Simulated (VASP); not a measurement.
# AlN (F-43m) in VASP: single point with PBE

Aim: the single point of AlN with PBE.

Program: VASP 6.6.1. These are calculated values, not measurements. Logs are shortened: lines on timing, memory, paths and dates and some standing lists are left out, and cuts for length are marked.

### 1 The cell of the first run

It takes space group F-43m (No. 216, cubic). The conventional cell has a = 4.368 Å, b = 4.368 Å, c = 4.368 Å, α = 90.00°, β = 90.00°, γ = 90.00°. Al (site symmetry -43m) has 4 N at 1.89 Å within 2.5 Å. N (site symmetry -43m) has 4 Al at 1.89 Å within 2.5 Å.

### 2 Single point, PBE

Contents of INCAR:

```
ALGO     = Normal         # electronic algorithm
EDIFF    = 1E-6           # SCF threshold, eV
ENCUT    = 600            # plane-wave cutoff, eV
GGA      = PE             # functional
GGA_COMPAT= F            
ISIF     = 2              # what is computed and relaxed
ISMEAR   = -1             # smearing method
LASPH    = T              # aspherical terms in the spheres
LCHARG   = T              # write CHGCAR
LELF     = T              # ELF
LREAL    = F              # projectors in reciprocal space
LVHAR    = T            
LWAVE    = F              # write WAVECAR
NBANDS   = 46             # bands
NELM     = 120            # most SCF steps
PREC     = Accurate       # precision mode
SIGMA    = 0.02           # smearing width, eV
```

Contents of KPOINTS:

```
k-points
0
Gamma
  2 2 2
```

Contents of POSCAR:

```
AlN
1.0
    0.0000000000      4.3679880000      4.3679880000
    4.3679880000      0.0000000000      4.3679880000
    4.3679880000      4.3679880000      0.0000000000
Al N
8 8
Direct
    0.0000000000      0.0000000000      0.0000000000
    0.0000000000      0.0000000000      0.5000000000
    0.0000000000      0.5000000000      0.0000000000
    0.0000000000      0.5000000000      0.5000000000
    0.5000000000      0.0000000000      0.0000000000
    0.5000000000      0.0000000000      0.5000000000
    0.5000000000      0.5000000000      0.0000000000
    0.5000000000      0.5000000000      0.5000000000
    0.3750000000      0.3750000000      0.3750000000
    0.3750000000      0.3750000000      0.8750000000
    0.3750000000      0.8750000000      0.3750000000
    0.3750000000      0.8750000000      0.8750000000
    0.8750000000      0.3750000000      0.3750000000
    0.8750000000      0.3750000000      0.8750000000
    0.8750000000      0.8750000000      0.3750000000
    0.8750000000      0.8750000000      0.8750000000
```

Potentials or basis: VASP PAW PBE potentials, release 64 (Al, N).

Command:

```console
cat potpaw_PBE.64/Al/POTCAR potpaw_PBE.64/N/POTCAR > POTCAR
mpirun -np 1 vasp_std > vasp.out
```

OUTCAR:

```text
EDIFF = 1E-6
   ENCUT = 600
   GGA = PE
   ISIF = 2
   ISMEAR = -1
   LASPH = T
   LREAL = F
   NELM = 120
   PREC = Accurate

 ion  position               nearest neighbor table
   1  0.000  0.000  0.000-  12 1.89  14 1.89  15 1.89  16 1.89   3 3.09   5 3.09   2 3.09   2 3.09
                             4 3.09   6 3.09   3 3.09   4 3.09   7 3.09   5 3.09   6 3.09   7 3.09
   2  0.000  0.000  0.500-  11 1.89  13 1.89  15 1.89  16 1.89   4 3.09   6 3.09   1 3.09   1 3.09
                             3 3.09   5 3.09   3 3.09   4 3.09   8 3.09   5 3.09   6 3.09   8 3.09
   3  0.000  0.500  0.000-  10 1.89  13 1.89  14 1.89  16 1.89   4 3.09   7 3.09   1 3.09   2 3.09
                             4 3.09   8 3.09   1 3.09   2 3.09   5 3.09   5 3.09   7 3.09   8 3.09
   4  0.000  0.500  0.500-   9 1.89  13 1.89  14 1.89  15 1.89   3 3.09   8 3.09   2 3.09   1 3.09
                             3 3.09   7 3.09   1 3.09   2 3.09   6 3.09   6 3.09   7 3.09   8 3.09
   5  0.500  0.000  0.000-  10 1.89  11 1.89  12 1.89  16 1.89   6 3.09   7 3.09   1 3.09   2 3.09
                             6 3.09   8 3.09   3 3.09   7 3.09   8 3.09   1 3.09   2 3.09   3 3.09
   6  0.500  0.000  0.500-   9 1.89  11 1.89  12 1.89  15 1.89   5 3.09   8 3.09   2 3.09   1 3.09
                             5 3.09   7 3.09   4 3.09   7 3.09   8 3.09   1 3.09   2 3.09   4 3.09
   7  0.500  0.500  0.000-   9 1.89  10 1.89  12 1.89  14 1.89   5 3.09   8 3.09   3 3.09   4 3.09
                             6 3.09   8 3.09   1 3.09   5 3.09   6 3.09   1 3.09   3 3.09   4 3.09
   8  0.500  0.500  0.500-   9 1.89  10 1.89  11 1.89  13 1.89   6 3.09   7 3.09   4 3.09   3 3.09
                             5 3.09   7 3.09   2 3.09   5 3.09   6 3.09   2 3.09   3 3.09   4 3.09
   9  0.375  0.375  0.375-   4 1.89   6 1.89   7 1.89   8 1.89
  10  0.375  0.375  0.875-   3 1.89   5 1.89   7 1.89   8 1.89
  11  0.375  0.875  0.375-   2 1.89   5 1.89   6 1.89   8 1.89
  12  0.375  0.875  0.875-   1 1.89   5 1.89   6 1.89   7 1.89
  13  0.875  0.375  0.375-   2 1.89   3 1.89   4 1.89   8 1.89
  14  0.875  0.375  0.875-   1 1.89   3 1.89   4 1.89   7 1.89
  15  0.875  0.875  0.375-   1 1.89   2 1.89   4 1.89   6 1.89
  16  0.875  0.875  0.875-   1 1.89   2 1.89   3 1.89   5 1.89

  LATTYP: Found a face centered cubic cell.
 ALAT       =     8.7359760000

  Lattice vectors:

 A1 = (   0.0000000000,   4.3679880000,   4.3679880000)
 A2 = (   4.3679880000,   0.0000000000,   4.3679880000)
 A3 = (   4.3679880000,   4.3679880000,   0.0000000000)

Analysis of symmetry for initial positions (statically):
=====================================================================
 Subroutine PRICEL returns following result:

  LATTYP: Found a face centered cubic cell.
 ALAT       =     4.3679880000

  Lattice vectors:

 A1 = (   0.0000000000,   2.1839940000,   2.1839940000)
 A2 = (   2.1839940000,   0.0000000000,   2.1839940000)
 A3 = (   2.1839940000,   2.1839940000,   0.0000000000)

   8 primitive cells build up your supercell.

 Routine SETGRP: Setting up the symmetry group for a
 face centered cubic supercell.

 Subroutine GETGRP returns: Found 24 space group operations
 (whereof 24 operations were pure point group operations)
 out of a pool of 48 trial point group operations.

The static configuration has the point symmetry T_d .

Analysis of symmetry for dynamics (positions and initial velocities):
=====================================================================
 Subroutine PRICEL returns following result:

  LATTYP: Found a face centered cubic cell.
 ALAT       =     4.3679880000

  Lattice vectors:

 A1 = (   0.0000000000,   2.1839940000,   2.1839940000)
 A2 = (   2.1839940000,   0.0000000000,   2.1839940000)
 A3 = (   2.1839940000,   2.1839940000,   0.0000000000)

   8 primitive cells build up your supercell.

 Routine SETGRP: Setting up the symmetry group for a
 face centered cubic supercell.

 Subroutine GETGRP returns: Found 24 space group operations
 (whereof 24 operations were pure point group operations)
 out of a pool of 48 trial point group operations.

The dynamic configuration has the point symmetry T_d .

 Subroutine INISYM returns: Found 24 space group operations
 (whereof 24 operations are pure point group operations),
 and found     8 'primitive' translations

----------------------------------------------------------------------------------------

                                     Primitive cell

  volume of cell :      20.8346

  direct lattice vectors                    reciprocal lattice vectors
     0.000000000  2.183994000  2.183994000    -0.228938358  0.228938358  0.228938358
     2.183994000  0.000000000  2.183994000     0.228938358 -0.228938358  0.228938358
     2.183994000  2.183994000  0.000000000     0.228938358  0.228938358 -0.228938358

  length of vectors
     3.088633935  3.088633935  3.088633935     0.396532868  0.396532868  0.396532868

  position of ions in fractional coordinates (direct lattice)
     0.000000000  0.000000000  0.000000000
     0.750000000  0.750000000  0.750000000

  ion indices of the primitive-cell ions
   primitive index   ion index
                 1           1
                 2          16

----------------------------------------------------------------------------------------

 KPOINTS: k-points

Automatic generation of k-mesh.
 Grid dimensions read from file:
 generate k-points for:    2    2    2

 Generating k-lattice:

  Cartesian coordinates                     Fractional coordinates (reciprocal lattice)
    -0.057234589  0.057234589  0.057234589     0.500000000  0.000000000  0.000000000
     0.057234589 -0.057234589  0.057234589     0.000000000  0.500000000  0.000000000
     0.057234589  0.057234589 -0.057234589     0.000000000  0.000000000  0.500000000

  Length of vectors
     0.099133217  0.099133217  0.099133217

  Shift w.r.t. Gamma in fractional coordinates (k-lattice)
     0.000000000  0.000000000  0.000000000

 Subroutine IBZKPT returns following result:
 ===========================================

 Found      3 irreducible k-points:

 Following reciprocal coordinates:
            Coordinates               Weight
  0.000000  0.000000  0.000000      1.000000
  0.500000  0.000000  0.000000      4.000000
  0.500000  0.500000  0.000000      3.000000
   k-points           NKPTS =      3   k-points in BZ     NKDIM =      3   number of bands    NBANDS=     46
   number of dos      NEDOS =    301   number of ions     NIONS =     16
   total plane-waves  NPLWV = 125000
   dimension x,y,z NGX =    50 NGY =   50 NGZ =   50
   dimension x,y,z NGXF=   100 NGYF=  100 NGZF=  100
   ions per type =               8   8
   NGX,Y,Z   is equivalent  to a cutoff of  13.46, 13.46, 13.46 a.u.
   NGXF,Y,Z  is equivalent  to a cutoff of  26.91, 26.91, 26.91 a.u.
 SYSTEM =  unknown system
   PREC   = accura    normal or accurate (medium, high low for compatibility)
   ISTART =      0    job   : 0-new  1-cont  2-samecut
   ICHARG =      2    charge: 1-file 2-atom 10-const
   ISPIN  =      1    spin polarized calculation?
   LNONCOLLINEAR =      F non collinear calculations
   LSORBIT =      F    spin-orbit coupling
   LASPH  =      T    aspherical Exc in radial PAW
   ENCUT  =  600.0 eV  44.10 Ry    6.64 a.u.  12.34 12.34 12.34*2*pi/ulx,y,z
   NELM   =    120;   NELMIN=  2; NELMDL= -5     # of ELM steps
   EDIFF  = 0.1E-05   stopping-criterion for ELM
   LREAL  =      F    real-space projection
   EDIFFG = 0.1E-04   stopping-criterion for IOM
   NSW    =      0    number of steps for IOM
   IBRION =     -1    ionic relax: 0-MD 1-quasi-New 2-CG
   NFREE  =      0    steps in history (QN), initial steepest desc. (CG)
   ISIF   =      2    stress and relaxation
   ISYM   =      2    0-nonsym 1-usesym 2-fastsym
   POTIM  = 0.5000    time-step for ionic-motion
   TEBEG  =    0.0;   TEEND  =   0.0 temperature during run
   PSTRESS=    0.0 pullay stress
   NELECT =      64.0000    total number of electrons
   NUPDOWN=      -1.0000    fix difference up-down
   EMIN   =  10.00;   EMAX   =-10.00  energy-range for DOS
   EFERMI =   0.00;   METHOD = LEGACY
   ISMEAR =    -1;   SIGMA  =   0.02  broadening in eV -4-tet -1-fermi 0-gaus
   EFERMI_NEDOS =   21; number of points for ismear=-14 and -15
   IALGO  =     38    algorithm
   IMIX   =      4    mixing-type and parameters
     AMIX     =   0.40;   BMIX     =  1.00
     AMIX_MAG =   1.60;   BMIX_MAG =  1.00
  volume/ion in A,a.u.               =      10.42        70.30
  Fermi-wavevector in a.u.,A,eV,Ry     =   1.189899  2.248583 19.263936  1.415859
  Thomas-Fermi vector in A             =   2.325996
   LORBIT       =      0    0 simple, 1 ext, 2 COOP (PROOUT), +10 PAW based schemes
   GGA     = PE    functional components
   LHFCALC =     F    Hartree Fock is set to
   AEXX    =    0.0000 exact exchange contribution
   IVDW    =     0    specifies the selected vdW correction
   LEPSILON=     F    determine dielectric tensor
   LRPA    =     F    only Hartree local field effects (RPA)
 non-spin polarized calculation
  energy-cutoff  :      600.00
  volume of cell :      166.68
 maximum number of plane-waves:      5601
 NGX is ok and might be reduce to    50
   NGX = 25   NGY = 25   NGZ = 25

 number of electron      64.0000000 magnetization

 Free energy of the ion-electron system (eV)
  ---------------------------------------------------
  ext. energy  EPLUGINS =         0.00000000
  ---------------------------------------------------
  free energy    TOTEN  =      -118.43909301 eV

  energy without entropy =     -118.43909301  energy(sigma->0) =     -118.43909301

 E-fermi :   6.4900     XC(G=0): -10.9265

 val. band max:        6.0002693797   @ k =   0.0000   0.0000   0.0000
 cond. band min:       9.2926731797   @ k =   0.0000   0.0000   0.0000
 fundamental gap:      3.2924038000
 Fermi energy:         6.4899725121

 k-point     1 :       0.0000    0.0000    0.0000
  band No.  band energies     occupation
      1      -8.9885      2.00000
      2      -6.9346      2.00000
      3      -6.9346      2.00000
      4      -6.9346      2.00000
      5      -6.9346      2.00000
      6      -6.2974      2.00000
[... 36 lines left out ...]
     43      14.5902      0.00000
     44      15.8563      0.00000

 k-point     2 :       0.5000    0.0000    0.0000
  band No.  band energies     occupation
      1      -8.1362      2.00000
      2      -8.1362      2.00000
      3      -6.6657      2.00000
      4      -6.6657      2.00000
      5      -6.6657      2.00000
      6      -6.6657      2.00000
[... 36 lines left out ...]
     43      15.9661      0.00000
     44      15.9661      0.00000

 k-point     3 :       0.5000    0.5000    0.0000
  band No.  band energies     occupation
      1      -7.8588      2.00000
      2      -7.8588      2.00000
      3      -7.0681      2.00000
      4      -7.0681      2.00000
      5      -7.0681      2.00000
      6      -7.0681      2.00000
[... 36 lines left out ...]
     43      15.2305      0.00000
     44      15.2305      0.00000
 [bands above 44 left out]

------------------------ aborting loop because EDIFF is reached ----------------------------------------

  FORCE on cell =-STRESS in cart. coord.  units (eV):
  Direction    XX          YY          ZZ          XY          YZ          ZX
  --------------------------------------------------------------------------------------
  -------------------------------------------------------------------------------------
  Total        4.7069305      4.7069305      4.7069305     -0.0000000     -0.0000000      0.0000000
  in kB       45.2453616     45.2453616     45.2453616     -0.0000000     -0.0000000      0.0000000
  external PRESSURE =      45.2453616 kB  Pullay stress =       0.0000000 kB

 VOLUME and BASIS-vectors are now :
 -----------------------------------------------------------------------------
  energy-cutoff  :      600.00
  volume of cell :      166.68
      direct lattice vectors                 reciprocal lattice vectors
     0.000000000  4.367988000  4.367988000    -0.114469179  0.114469179  0.114469179
     4.367988000  0.000000000  4.367988000     0.114469179 -0.114469179  0.114469179
     4.367988000  4.367988000  0.000000000     0.114469179  0.114469179 -0.114469179

 POSITION                                       TOTAL-FORCE (eV/Angst)
 -----------------------------------------------------------------------------------
      0.00000      0.00000      0.00000         0.000000      0.000000      0.000000
      2.18399      2.18399      0.00000        -0.000000      0.000000      0.000000
      2.18399      0.00000      2.18399         0.000000     -0.000000      0.000000
      4.36799      2.18399      2.18399        -0.000000      0.000000      0.000000
      0.00000      2.18399      2.18399        -0.000000     -0.000000      0.000000
      2.18399      4.36799      2.18399         0.000000     -0.000000      0.000000
[... 8 lines left out ...]
      5.45999      5.45999      7.64398         0.000000      0.000000     -0.000000
      7.64398      7.64398      7.64398         0.000000      0.000000     -0.000000
 -----------------------------------------------------------------------------------
    total drift:                                0.000000      0.000000      0.000000

  FREE ENERGIE OF THE ION-ELECTRON SYSTEM (eV)
  ---------------------------------------------------
  free  energy   TOTEN  =      -118.4390930113 eV

  energy  without entropy=     -118.4390930113  energy(sigma->0) =     -118.43909301
```

Run time: 54 s. Hardware: 1 thread of Intel Xeon Platinum 8259CL at 2.50GHz (Skylake/Cascade Lake), shared host; peak memory 0.33 GiB.

What came out:

```yaml
Free_energy: -118.4391 eV
Pressure: 4.5 GPa
Band_gap_on_the_k_mesh: 3.29 eV
```

Levels at points of the mesh, in eV from the valence-band top:
| k point | band 29 | band 30 | band 31 | band 32 | band 33 | band 34 | band 35 | band 36 |
| --- | --- | --- | --- | --- | --- | --- | --- | --- |
| (0.00, 0.00, 0.00) | -0.48 | 0.00 | 0.00 | 0.00 | 3.29 | 3.29 | 3.29 | 4.18 |
| (0.50, 0.00, 0.00) | -0.26 | -0.26 | -0.26 | -0.26 | 5.87 | 5.87 | 5.87 | 5.87 |
| (0.50, 0.50, 0.00) | -0.52 | -0.52 | -0.52 | -0.52 | 5.95 | 5.95 | 6.03 | 6.03 |

Caveat: the k points lie up to 0.62 Å⁻¹ apart.
